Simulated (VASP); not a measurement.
Input of a VASP 6.6.1 run:

The input INCAR:

```
SYSTEM = Tc12Au
ALGO = Normal
EDIFF = 1E-6
ENCUT = 520
GGA = PE
ISIF = 2
ISMEAR = -1
IVDW = 12
LASPH = .True.
LCHARG = .False.
LREAL = .False.
LWAVE = .False.
NBANDS = 96
NELM = 80
PREC = Accurate
SIGMA = 0.05
```

The input KPOINTS:

```
k-points
0
Gamma
  4 4 1
  0 0 0
```

POSCAR

```
Tc12Au
1.0
    5.4800000000      0.0000000000      0.0000000000
    2.7400000000      4.7458190000      0.0000000000
    0.0000000000      0.0000000000     15.3949600000
Tc Au
12 1
Direct
    0.0000000000      0.0000000000      0.0649563234
    0.5000000000      0.0000000000      0.0649563234
   -0.0000000527      0.5000001054      0.0649563234
    0.4999999473      0.5000001054      0.0649563234
   -0.1666121274      0.3332242549      0.2014293639
    0.3333332982      0.3333334036      0.2025272557
   -0.1666121845      0.8333878726      0.2014293639
    0.3332241294      0.8333878726      0.2014293639
    0.0000000000      0.0000000000      0.3401812022
    0.5035367973     -0.0070735947      0.3391815243
   -0.0070737433      0.5035369027      0.3391815243
    0.5035366581      0.5035369027      0.3391815243
    0.3333332982      0.3333334036      0.4805974813
```

Potentials or basis: VASP PAW PBE potentials, release 64 (Tc_pv, Au).

The run is started by

```sh
$ cat potpaw_PBE.64/Tc_pv/POTCAR potpaw_PBE.64/Au/POTCAR > POTCAR
$ mpirun -np 1 vasp_std > vasp.out
```

Question: Estimate the largest force.

Answer: 0.099 eV/Å.

Question: Estimate the dispersion energy per atom.

Answer: -0.436 eV.

Forces on the atoms (eV/Å):
```
Tc   0.000  0.000  0.003
Tc   0.000  0.080  0.059
Tc   0.070 -0.040  0.059
Tc  -0.070 -0.040  0.059
Tc   0.000  0.000 -0.011
Tc   0.000  0.000  0.002
Tc   0.000  0.000 -0.011
Tc   0.000  0.000 -0.011
Tc   0.000  0.000 -0.061
Tc   0.000  0.004 -0.029
Tc   0.003 -0.002 -0.029
Tc  -0.003 -0.002 -0.029
Au   0.000  0.000 -0.002
```

Caveat: there is no dipole correction, which matters where the two faces differ.
